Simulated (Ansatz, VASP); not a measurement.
**One calculation of Pd, two programs**

```
Pd
1.0
     0.00000    1.92192    1.92192
     1.92192    0.00000    1.92192
     1.92192    1.92192    0.00000
Pd
1
Direct
  0.00000 0.00000 0.00000
```

Alike in both runs: functional LDA; k mesh 16 × 16 × 16; occupations fermi-dirac, width 0.15 eV; no spin polarisation.

Ansatz relaxed the structure, and its values are those at the end. VASP's run is a single point on that final structure, the one shown.

|  | VASP | Ansatz |
| --- | --- | --- |
| version | VASP 6.6.1 | Ansatz 0.2.0 |
| potentials or method | VASP PAW LDA potentials, release 64 (Pd), cutoff 520 eV | scalar-relativistic, plane waves, PAW |
| valence electrons in the cell | 10 | 18 |

VASP gave:

| Item | Value |
| --- | --- |
| gap on the k mesh at the Fermi level (eV) | none |
| pressure (GPa) | 0.3 |

What did Ansatz give for the same quantities?

gap on the k mesh at the Fermi level (eV): none; pressure (GPa): 0.0.

Ansatz warns that its potentials were made for another functional, while VASP's fit it. LDA's correlation is that of Perdew and Zunger in VASP and of Perdew and Wang (1992) in Ansatz. A gap of «none» marks a metal or a gap that the smearing closes. VASP's potentials hold 10 valence electrons a cell and Ansatz's 18, so a difference there can come from the potentials and not from the codes.
